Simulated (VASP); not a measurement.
## MgO: single point with PBE

Crystal: MgO.

```
CELL_PARAMETERS angstrom
0.00000 2.09502 2.10666
2.09502 0.00000 2.10666
2.09502 2.09502 0.00000
ATOMIC_POSITIONS crystal
Mg 0.00000 0.00000 0.00000
O 0.50000 0.50000 0.50000
```

This cell differs from its parent crystal: epitaxial xy strain -0.3%.

* Program: VASP 6.6.1
* Task: single point
* Functional: PBE
* Potentials or basis: VASP PAW PBE potentials, release 64 (Mg, O)
* Cutoff: 520 eV
* k mesh: 10 × 10 × 10
* Occupations: fermi-dirac, width 0.02 eV
* Spin: no spin polarisation
* Dipole correction: no
* Further INCAR settings: ALGO = Normal; EDIFF = 1e-06; NBANDS = 11

```
Pressure               : 5.7 GPa
Band gap on the k mesh : 4.82 eV, direct
```

Stress tensor (GPa, compression positive):
```
6.12 0.00 0.00
0.00 6.12 0.00
0.00 0.00 4.89
```

Levels at points of the mesh, in eV from the valence-band top:
| k point | band 1 | band 2 | band 3 | band 4 | band 5 | band 6 | band 7 | band 8 | band 9 |
| --- | --- | --- | --- | --- | --- | --- | --- | --- | --- |
| (0.00, 0.00, 0.00) | -17.32 | -0.01 | -0.01 | 0.00 | 4.82 | 15.81 | 15.87 | 15.87 | 19.79 |
| (0.50, 0.00, 0.00) | -16.01 | -4.67 | -0.68 | -0.67 | 7.95 | 12.72 | 16.35 | 16.47 | 21.04 |
| (0.50, 0.50, 0.00) | -15.76 | -4.15 | -1.35 | -1.35 | 9.16 | 10.08 | 13.15 | 19.17 | 19.17 |
| (0.50, 0.00, 0.50) | -15.75 | -4.13 | -1.40 | -1.36 | 9.11 | 10.07 | 13.23 | 19.05 | 19.16 |

It took 22 s on 1 thread of Intel Xeon 8259CL, with other jobs on the host, peak memory 0.15 GiB.

Caveat: the cell differs from its parent crystal (epitaxial xy strain -0.3%).
